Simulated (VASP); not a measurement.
Write the native input for VASP 6.6.1 that does the following.

```
Task                   : single point
Functional             : PBEsol
Potentials or basis    : VASP PAW PBE potentials, release 64 (Al, O)
Cutoff                 : 520 eV
k mesh                 : 6 × 6 × 6
Occupations            : gaussian, width 0.1 eV
Spin                   : no spin polarisation
Dipole correction      : no
Further INCAR settings : ALGO = Normal; EDIFF = 1e-07; NBANDS = 35
```

The structure of Al2O3 lies in POSCAR:

```
Al2O3
1.0
    2.3861184640      1.3776261375      4.3397017457
   -2.3861184640      1.3776261375      4.3397017457
    0.0000000000     -2.7552522750      4.3397017457
Al O
4 6
Direct
    0.3520467668      0.3520467668      0.3520467668
    0.1479532332      0.1479532332      0.1479532332
    0.6479532332      0.6479532332      0.6479532332
    0.8520467668      0.8520467668      0.8520467668
    0.5556795503      0.9443204497      0.2500000000
    0.2500000000      0.5556795503      0.9443204497
    0.9443204497      0.2500000000      0.5556795503
    0.4443204497      0.0556795503      0.7500000000
    0.7500000000      0.4443204497      0.0556795503
    0.0556795503      0.7500000000      0.4443204497
```

One way to write it, as run:

INCAR

```
SYSTEM = Al2O3
PREC = Accurate
ENCUT = 520
EDIFF = 1E-7
ISMEAR = 0
SIGMA = 0.1
LREAL = .FALSE.
LASPH = .TRUE.
NELM = 100
ALGO = Normal
ISIF = 2
LWAVE = .FALSE.
LCHARG = .TRUE.
GGA = PS
LELF = .TRUE.
LVHAR = .TRUE.
NBANDS = 35
```

KPOINTS

```
Automatic mesh
0
G
  6 6 6
  0 0 0
```

Potentials or basis: VASP PAW PBE potentials, release 64 (Al, O).

Run with:

```sh
$ cat potpaw_PBE.64/Al/POTCAR potpaw_PBE.64/O/POTCAR > POTCAR
$ mpirun -np 1 vasp_std > vasp.out
```

Results of the run:

- Pressure: 0.2 GPa
- Largest force: 0.018 eV/Å
- Band gap on the k mesh: 6.05 eV

Caveat: the PAW data sets were made with another functional, which shifts forces and pressure a little.

Wall time 3 min on 1 thread of Intel Xeon 8259CL, on a shared host, peak memory 0.26 GiB.
